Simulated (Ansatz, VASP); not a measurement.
## Ni in VASP and in Ansatz

```xyz
1
Lattice="0.0000 1.7572 1.7572 1.7572 0.0000 1.7572 1.7572 1.7572 0.0000" Properties=species:S:1:pos:R:3 pbc="T T T"
Ni    0.0000    0.0000    0.0000
```

Alike in both runs: task single point; functional PBE; k mesh 15 × 15 × 15; no spin polarisation.

```csv
,VASP,Ansatz
version,VASP 6.6.1,Ansatz 0.2.0
potentials or method,"VASP PAW PBE potentials, release 64 (Ni), cutoff 520 eV","plane waves (420 eV) with PAW, scalar-relativistic"
occupations,"methfessel-paxton of order 1, width 0.01 eV","cold, width 0.01 eV"
valence electrons in the cell,10,18
```

```tsv
	VASP	Ansatz	Ansatz less VASP
pressure (GPa)	-0.8	-0.8	+0.01
```

VASP's potentials hold 10 valence electrons a cell and Ansatz's 18, so a difference there can come from the potentials and not from the codes.
